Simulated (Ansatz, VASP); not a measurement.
**S in VASP and in Ansatz**

File INCAR:

```
SYSTEM = S
PREC = Accurate
ENCUT = 520
EDIFF = 1E-6
ISMEAR = 0
SIGMA = 0.15
LREAL = .False.
LASPH = .True.
NELM = 60
ALGO = Normal
ISIF = 2
LWAVE = .False.
LCHARG = .True.
GGA = PE
IVDW = 12
LELF = .True.
LVHAR = .True.
NBANDS = 9
```

File KPOINTS:

```
regular mesh
0
Gamma
  22 22 22
  0 0 0
```

File POSCAR:

```
S
1.0
    0.0000000000      1.7768536112      2.5124710063
    1.7768536112      0.0000000000      2.5124710063
    1.7768536112      1.7768536112      0.0000000000
S
1
Direct
    0.0000000000      0.0000000000      0.0000000000
```

Input for Ansatz:

```yaml
crystal:
  lattice:
    - [0.0, 1.7768536112, 2.5124710063]
    - [1.7768536112, 0.0, 2.5124710063]
    - [1.7768536112, 1.7768536112, 0.0]
  atoms:
    - { symbol: S, position: [0.0, 0.0, 0.0] }
basis:
  ecutwfc: 420
kpoints:
  mp_grid: { grid: [22, 22, 22] }
hamiltonian:
  xc: pbe
  dispersion: d3bj
scf:
  occupations: { method: gaussian, width: 0.15 }
output:
  forces: true
  stress: true
  eigenvalues: true
```

Alike in both runs: task single point; functional PBE; dispersion D3(BJ); k mesh 22 × 22 × 22; occupations gaussian, width 0.15 eV; no spin polarisation.

|  | VASP | Ansatz |
| --- | --- | --- |
| version | VASP 6.6.1 | Ansatz 0.2.0 |
| potentials or method | VASP PAW PBE potentials, release 64 (S), cutoff 520 eV | scalar-relativistic, plane waves, PAW |
| valence electrons in the cell | 6 | 6 |

```csv
,VASP,Ansatz,Ansatz less VASP
gap on the k mesh at the Fermi level (eV),none,none,-
pressure (GPa),-2.4,-2.2,+0.19
"traceless stress, the component that is largest in VASP (GPa)",14.35,14.23,-0.127
```

A gap of «none» marks a metal or a gap that the smearing closes.
